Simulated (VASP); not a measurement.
Input of a VASP 6.6.1 run:

File INCAR:

```
SYSTEM = AlN
PREC = Accurate
ENCUT = 600
EDIFF = 1E-6
ISMEAR = 0
SIGMA = 0.05
LREAL = .False.
LASPH = .True.
NELM = 120
ALGO = Normal
ISIF = 2
LWAVE = .False.
LCHARG = .True.
GGA = PS
LELF = .True.
LVHAR = .True.
NBANDS = 16
GGA_COMPAT = .False.
```

Contents of KPOINTS:

```
regular mesh
0
Gamma
  12 12 6
  0 0 0
```

File POSCAR:

```
AlN
1.0
    2.9891449405      0.0000000000      0.0000000000
   -1.4945724703      2.5886754541      0.0000000000
    0.0000000000      0.0000000000      4.9834165464
Al N
2 2
Direct
    0.3333333333      0.6666666667      0.0015080761
    0.6666666667      0.3333333333      0.5015080761
    0.3333333333      0.6666666667      0.3834919239
    0.6666666667      0.3333333333      0.8834919239
```

Potentials or basis: VASP PAW PBE potentials, release 64 (Al, N).

Command:

```sh
$ cat potpaw_PBE.64/Al/POTCAR potpaw_PBE.64/N/POTCAR > POTCAR
$ mpirun -np 1 vasp_std > vasp.out
```

**Question.** What does it give for the band gap on the k mesh?

**Answer.** 4.92 eV (least direct gap 4.94 eV).

**Question.** Predict the largest force.

**Answer.** 0.595 eV/Å.

**Question.** Estimate the pressure.

**Answer.** 20.2 GPa.

Stress tensor (GPa, compression positive):
```
27.42  0.00  0.00
 0.00 27.42  0.00
 0.00  0.00  5.89
```

Caveat: the cell differs from its parent crystal (strain -0.040 along x and y, +0.000 along z); the cell stands under pressure; the PAW data sets were made with another functional, which shifts forces and pressure a little. A k mesh can miss the band edges.
